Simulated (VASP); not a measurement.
# Rb (Im-3m) in VASP: notebook, part 2 of 2

VASP 6.6.1.

## (4) Single point, LDA (82.57 Å³/atom)

This run uses another cell than the first one, of 82.57 Å³/atom.

INCAR reads:

```
SYSTEM = Rb
PREC = Accurate ; ENCUT = 520
EDIFF = 1E-6 ; ISMEAR = 0
SIGMA = 0.1 ; LREAL = .False.
LASPH = .True. ; NELM = 80
ALGO = Fast ; ISIF = 2
LWAVE = .False. ; LCHARG = .False.
GGA = CA ; NBANDS = 10
```

KPOINTS reads:

```
regular mesh
0
Gamma
  12 12 12
  0 0 0
```

POSCAR reads:

```
Rb
1.0
   -2.7432178669      2.7432178669      2.7432178669
    2.7432178669     -2.7432178669      2.7432178669
    2.7432178669      2.7432178669     -2.7432178669
Rb
1
Direct
    0.0000000000      0.0000000000      0.0000000000
```

Potentials or basis: VASP PAW LDA potentials, release 64 (Rb_sv).

The run is started by

```
> cat potpaw_LDA.64/Rb_sv/POTCAR > POTCAR
> mpirun -np 1 vasp_std > vasp.out
```

OUTCAR:

```text
SYSTEM = Rb
   PREC = Accurate
   ENCUT = 520
   EDIFF = 1E-6
   ISMEAR = 0
   LREAL = .False.
   LASPH = .True.
   NELM = 80
   ISIF = 2
   GGA = CA

 ion  position               nearest neighbor table
   1  0.000  0.000  0.000-

  LATTYP: Found a body centered cubic cell.
 ALAT       =     5.4864357338

  Lattice vectors:

 A1 = (  -2.7432178669,   2.7432178669,   2.7432178669)
 A2 = (   2.7432178669,  -2.7432178669,   2.7432178669)
 A3 = (   2.7432178669,   2.7432178669,  -2.7432178669)

Analysis of symmetry for initial positions (statically):
=====================================================================
 Subroutine PRICEL returns:
 Original cell was already a primitive cell.

 Routine SETGRP: Setting up the symmetry group for a
 body centered cubic supercell.

 Subroutine GETGRP returns: Found 48 space group operations
 (whereof 48 operations were pure point group operations)
 out of a pool of 48 trial point group operations.

The static configuration has the point symmetry O_h .

Analysis of symmetry for dynamics (positions and initial velocities):
=====================================================================
 Subroutine PRICEL returns:
 Original cell was already a primitive cell.

 Routine SETGRP: Setting up the symmetry group for a
 body centered cubic supercell.

 Subroutine GETGRP returns: Found 48 space group operations
 (whereof 48 operations were pure point group operations)
 out of a pool of 48 trial point group operations.

The dynamic configuration has the point symmetry O_h .

 Subroutine INISYM returns: Found 48 space group operations
 (whereof 48 operations are pure point group operations),
 and found     1 'primitive' translations

----------------------------------------------------------------------------------------

                                     Primitive cell

  volume of cell :      82.5735

  direct lattice vectors                    reciprocal lattice vectors
    -2.743217867  2.743217867  2.743217867     0.000000000  0.182267696  0.182267696
     2.743217867 -2.743217867  2.743217867     0.182267696  0.000000000  0.182267696
     2.743217867  2.743217867 -2.743217867     0.182267696  0.182267696  0.000000000

  length of vectors
     4.751392722  4.751392722  4.751392722     0.257765448  0.257765448  0.257765448

  position of ions in fractional coordinates (direct lattice)
     0.000000000  0.000000000  0.000000000

  ion indices of the primitive-cell ions
   primitive index   ion index
                 1           1

----------------------------------------------------------------------------------------

 KPOINTS: regular mesh

Automatic generation of k-mesh.
 Grid dimensions read from file:
 generate k-points for:   12   12   12

 Generating k-lattice:

  Cartesian coordinates                     Fractional coordinates (reciprocal lattice)
     0.000000000  0.015188975  0.015188975     0.083333333  0.000000000  0.000000000
     0.015188975  0.000000000  0.015188975     0.000000000  0.083333333  0.000000000
     0.015188975  0.015188975  0.000000000     0.000000000  0.000000000  0.083333333

  Length of vectors
     0.021480454  0.021480454  0.021480454

  Shift w.r.t. Gamma in fractional coordinates (k-lattice)
     0.000000000  0.000000000  0.000000000

 Subroutine IBZKPT returns following result:
 ===========================================

 Found     72 irreducible k-points:

 Following reciprocal coordinates:
            Coordinates               Weight
  0.000000  0.000000  0.000000      1.000000
  0.083333  0.000000  0.000000     12.000000
  0.166667  0.000000  0.000000     12.000000
  0.250000  0.000000  0.000000     12.000000
  0.333333  0.000000  0.000000     12.000000
  0.416667  0.000000  0.000000     12.000000
[... 16 lines left out ...]
  0.333333  0.083333  0.083333     24.000000
  0.416667  0.083333  0.083333     12.000000
 [... further k-points ...]
   k-points           NKPTS =     72   k-points in BZ     NKDIM =     72   number of bands    NBANDS=     10
   number of dos      NEDOS =    301   number of ions     NIONS =      1
   total plane-waves  NPLWV =  46656
   dimension x,y,z NGX =    36 NGY =   36 NGZ =   36
   dimension x,y,z NGXF=    72 NGYF=   72 NGZF=   72
   ions per type =               1
   NGX,Y,Z   is equivalent  to a cutoff of  12.60, 12.60, 12.60 a.u.
   NGXF,Y,Z  is equivalent  to a cutoff of  25.19, 25.19, 25.19 a.u.
 SYSTEM =  Rb
   PREC   = accura    normal or accurate (medium, high low for compatibility)
   ISTART =      0    job   : 0-new  1-cont  2-samecut
   ICHARG =      2    charge: 1-file 2-atom 10-const
   ISPIN  =      1    spin polarized calculation?
   LNONCOLLINEAR =      F non collinear calculations
   LSORBIT =      F    spin-orbit coupling
   LASPH  =      T    aspherical Exc in radial PAW
   ENCUT  =  520.0 eV  38.22 Ry    6.18 a.u.   8.83  8.83  8.83*2*pi/ulx,y,z
   NELM   =     80;   NELMIN=  2; NELMDL= -5     # of ELM steps
   EDIFF  = 0.1E-05   stopping-criterion for ELM
   LREAL  =      F    real-space projection
   EDIFFG = 0.1E-04   stopping-criterion for IOM
   NSW    =      0    number of steps for IOM
   IBRION =     -1    ionic relax: 0-MD 1-quasi-New 2-CG
   NFREE  =      0    steps in history (QN), initial steepest desc. (CG)
   ISIF   =      2    stress and relaxation
   ISYM   =      2    0-nonsym 1-usesym 2-fastsym
   POTIM  = 0.5000    time-step for ionic-motion
   TEBEG  =    0.0;   TEEND  =   0.0 temperature during run
   PSTRESS=    0.0 pullay stress
   NELECT =       9.0000    total number of electrons
   NUPDOWN=      -1.0000    fix difference up-down
   EMIN   =  10.00;   EMAX   =-10.00  energy-range for DOS
   EFERMI =   0.00;   METHOD = LEGACY
   ISMEAR =     0;   SIGMA  =   0.10  broadening in eV -4-tet -1-fermi 0-gaus
   EFERMI_NEDOS =   21; number of points for ismear=-14 and -15
   IALGO  =     68    algorithm
   IMIX   =      4    mixing-type and parameters
     AMIX     =   0.40;   BMIX     =  1.00
     AMIX_MAG =   1.60;   BMIX_MAG =  1.00
  volume/ion in A,a.u.               =      82.57       557.23
  Fermi-wavevector in a.u.,A,eV,Ry     =   0.782004  1.477772  8.320364  0.611529
  Thomas-Fermi vector in A             =   1.885638
   LORBIT       =      0    0 simple, 1 ext, 2 COOP (PROOUT), +10 PAW based schemes
   GGA     = CA    functional components
   LHFCALC =     F    Hartree Fock is set to
   AEXX    =    0.0000 exact exchange contribution
   IVDW    =     0    specifies the selected vdW correction
   LEPSILON=     F    determine dielectric tensor
   LRPA    =     F    only Hartree local field effects (RPA)
 non-spin polarized calculation
 RMM-DIIS sequential band-by-band and
 Gauss-broadening in eV      SIGMA  =   0.10
  energy-cutoff  :      520.00
  volume of cell :       82.57
 maximum number of plane-waves:      2250
   NGX = 17   NGY = 17   NGZ = 17

 number of electron       9.0000000 magnetization

 Free energy of the ion-electron system (eV)
  ---------------------------------------------------
  ext. energy  EPLUGINS =         0.00000000
  ---------------------------------------------------
  free energy    TOTEN  =        -1.05776849 eV

  energy without entropy =       -1.05216930  energy(sigma->0) =       -1.05496889

 E-fermi :   0.0028     XC(G=0):  -5.9312

 val. band max:       -0.0027842826   @ k =   0.2500   0.2500   0.0000
 cond. band min:       0.0343383451   @ k =   0.3333   0.1667   0.0000
 fundamental gap:      0.0371226277
 Fermi energy:         0.0027729318

 k-point     1 :       0.0000    0.0000    0.0000
  band No.  band energies     occupation
      1     -28.7360      2.00000
      2     -12.8247      2.00000
      3     -12.8247      2.00000
      4     -12.8247      2.00000
      5      -2.1065      2.00000
      6       3.6745      0.00000
      7       3.6745      0.00000
      8       3.6745      0.00000
      9       4.7212      0.00000
     10       4.7212      0.00000
[... 287 lines left out ...]
 k-point    24 :       0.4167    0.0833    0.0833
  band No.  band energies     occupation
      1     -28.7290      2.00000
      2     -12.9531      2.00000
      3     -12.8757      2.00000
      4     -12.8338      2.00000
      5       0.3832      0.00000
      6       0.9631      0.00000
      7       2.2706      0.00000
      8       4.2024      0.00000
      9       5.3709      0.00000
     10       5.4097      0.00000

 [... further k-points ...]

------------------------ aborting loop because EDIFF is reached ----------------------------------------

  FORCE on cell =-STRESS in cart. coord.  units (eV):
  Direction    XX          YY          ZZ          XY          YZ          ZX
  --------------------------------------------------------------------------------------
  -------------------------------------------------------------------------------------
  Total       -0.0995304     -0.0995304     -0.0995304     -0.0000000      0.0000000      0.0000000
  in kB       -1.9311912     -1.9311912     -1.9311912     -0.0000000      0.0000000      0.0000000
  external PRESSURE =      -1.9311912 kB  Pullay stress =       0.0000000 kB

 VOLUME and BASIS-vectors are now :
 -----------------------------------------------------------------------------
  energy-cutoff  :      520.00
  volume of cell :       82.57
      direct lattice vectors                 reciprocal lattice vectors
    -2.743217867  2.743217867  2.743217867     0.000000000  0.182267696  0.182267696
     2.743217867 -2.743217867  2.743217867     0.182267696  0.000000000  0.182267696
     2.743217867  2.743217867 -2.743217867     0.182267696  0.182267696  0.000000000

 POSITION                                       TOTAL-FORCE (eV/Angst)
 -----------------------------------------------------------------------------------
      0.00000      0.00000      0.00000         0.000000      0.000000     -0.000000
 -----------------------------------------------------------------------------------
    total drift:                               -0.000000      0.000000      0.000000

  FREE ENERGIE OF THE ION-ELECTRON SYSTEM (eV)
  ---------------------------------------------------
  free  energy   TOTEN  =        -1.0577684878 eV

  energy  without entropy=       -1.0521692982  energy(sigma->0) =       -1.05496889
```

OSZICAR:

```text
N       E                     dE             d eps       ncg     rms          rms(c)
DAV:   1     0.400174230510E+02    0.40017E+02   -0.34066E+03  1440   0.671E+02
DAV:   2     0.146267903893E+01   -0.38555E+02   -0.37840E+02  1600   0.124E+02
DAV:   3    -0.958256425640E+00   -0.24209E+01   -0.24122E+01  1918   0.311E+01
DAV:   4    -0.105688928551E+01   -0.98633E-01   -0.97832E-01  1966   0.544E+00
DAV:   5    -0.105897319429E+01   -0.20839E-02   -0.20837E-02  1918   0.734E-01    0.138E+00
RMM:   6    -0.105790427226E+01    0.10689E-02   -0.17721E-03  1819   0.254E-01    0.843E-01
RMM:   7    -0.105773702194E+01    0.16725E-03   -0.34571E-03  1901   0.326E-01    0.496E-02
RMM:   8    -0.105776090163E+01   -0.23880E-04   -0.30365E-04  2202   0.107E-01    0.927E-03
RMM:   9    -0.105776585469E+01   -0.49531E-05   -0.74619E-05  2378   0.395E-02    0.801E-03
RMM:  10    -0.105776784395E+01   -0.19893E-05   -0.18811E-05  2377   0.196E-02    0.422E-03
RMM:  11    -0.105776848784E+01   -0.64389E-06   -0.58226E-06  1961   0.996E-03
   1 F= -.10577685E+01 E0= -.10549689E+01  d E =-.559919E-02
```

stdout:

```text
POSCAR found type information on POSCAR Rb
 POSCAR found :  1 types and       1 ions
 scaLAPACK will be used
 LDA part: xc-table for (Slater(with rela. corr.)+CA(PZ))
 , standard interpolation
 POSCAR, INCAR and KPOINTS ok, starting setup
 FFT: planning ... GRIDC
 FFT: planning ... GRID_SOFT
 FFT: planning ... GRID
 WAVECAR not read
 entering main loop
```

Run time: 31 s. Hardware: 1 thread of Intel Xeon Platinum 8488C (Sapphire Rapids), shared host; peak memory 0.19 GiB.

What came out:

```
Free energy            : -1.0578 eV
Pressure               : -0.2 GPa
Band gap on the k mesh : zero (an odd number of electrons rules out a gap without spin polarisation)
```

Levels at points of the mesh, in eV from the Fermi level:
```
           k point  band 1  band 2  band 3  band 4  band 5  band 6  band 7  band 8  band 9
(0.00, 0.00, 0.00)  -28.74  -12.83  -12.83  -12.83   -2.11    3.67    3.67    3.67    4.72
(0.50, 0.00, 0.00)  -28.73  -12.97  -12.87  -12.83    0.19    0.92    2.55    4.36    5.34
(0.50, 0.50, 0.50)  -28.73  -12.93  -12.93  -12.93    1.21    1.21    3.51    3.51    3.51
```

## (5) Single point, LDA (84.91 Å³/atom)

This run uses another cell than the first one, of 84.91 Å³/atom.

INCAR reads:

```
SYSTEM = Rb
PREC = Accurate ; ENCUT = 520
EDIFF = 1E-6 ; ISMEAR = 0
SIGMA = 0.1 ; LREAL = .FALSE.
LASPH = .TRUE. ; NELM = 80
ALGO = Fast ; ISIF = 2
LWAVE = .FALSE. ; LCHARG = .FALSE.
NBANDS = 10
```

KPOINTS reads:

```
regular mesh
0
G
  12 12 12
  0 0 0
```

POSCAR reads:

```
Rb
1.0
   -2.7688569032      2.7688569032      2.7688569032
    2.7688569032     -2.7688569032      2.7688569032
    2.7688569032      2.7688569032     -2.7688569032
Rb
1
Direct
    0.0000000000      0.0000000000      0.0000000000
```

The run is started by

```
> cat potpaw_LDA.64/Rb_sv/POTCAR > POTCAR
> mpirun -np 1 vasp_std > vasp.out
```

It took 37 s on 1 thread of Intel Xeon Platinum 8488C (Sapphire Rapids), shared host; peak memory 0.2 GiB.

Results (log left out):

| Property | Result |
| --- | --- |
| Free energy | -1.0544 eV |
| Pressure | -0.3 GPa |
| Band gap on the k mesh | zero (an odd number of electrons rules out a gap without spin polarisation) |

Levels at points of the mesh, in eV from the Fermi level:
```tsv
k point	band 1	band 2	band 3	band 4	band 5	band 6	band 7	band 8	band 9
(0.00, 0.00, 0.00)	-28.75	-12.84	-12.84	-12.84	-2.07	3.65	3.65	3.65	4.67
(0.50, 0.00, 0.00)	-28.75	-12.97	-12.89	-12.84	0.20	0.90	2.55	4.30	5.28
(0.50, 0.50, 0.50)	-28.74	-12.93	-12.93	-12.93	1.24	1.24	3.44	3.44	3.44
```

## (6) The runs side by side

```csv
cell,gap on the mesh (eV),pressure (GPa)
"a = 4.660 Å, angles 109.5°, 1 atom",none,0.0
"a = 4.706 Å, angles 109.5°, 1 atom",none,-0.1
"a = 4.751 Å, angles 109.5°, 1 atom",none,-0.2
"a = 4.796 Å, angles 109.5°, 1 atom",none,-0.3
```

Alike in all rows: task single point; level LDA; potentials or basis VASP PAW LDA potentials, release 64 (Rb_sv); no spin polarisation; k mesh 12 × 12 × 12; cutoff (eV) 520; smearing gaussian 0.1 eV.

Total energies depend on the potentials used, so only differences within one code and one set of settings carry meaning.
